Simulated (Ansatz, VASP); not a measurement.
## Two plane-wave programs on GaAs3

```xyz
4
Lattice="3.5169 0.0000 0.0000 0.0000 3.5169 0.0000 0.0000 0.0000 6.3905" Properties=species:S:1:pos:R:3 pbc="T T T"
Ga    1.7585    1.7585    0.0000
As    0.0000    0.0000    1.7905
As    0.0000    0.0000    4.6000
As    1.7585    1.7585    3.1953
```

Alike in both runs: functional PBE; k mesh 5 × 5 × 3; occupations gaussian, width 0.2 eV; no spin polarisation.

Ansatz relaxed the structure, and its values are those at the end. VASP's run is a single point on that final structure, the one shown.

|  | VASP | Ansatz |
| --- | --- | --- |
| version | VASP 6.6.1 | Ansatz 0.2.0 |
| potentials or method | VASP PAW PBE potentials, release 64 (Ga_d, As), cutoff 500 eV | scalar-relativistic, plane waves, PAW |
| valence electrons in the cell | 28 | 58 |

|  | VASP | Ansatz | Ansatz less VASP |
| --- | --- | --- | --- |
| gap on the k mesh at the Fermi level (eV) | none | none | - |
| pressure (GPa) | 0.1 | -0.1 | -0.18 |
| rms of the force components (eV/Å) | 0.005 | 0.009 | +0.0043 |

A gap of «none» marks a metal or a gap that the smearing closes. VASP's potentials hold 28 valence electrons a cell and Ansatz's 58, so a difference there can come from the potentials and not from the codes.
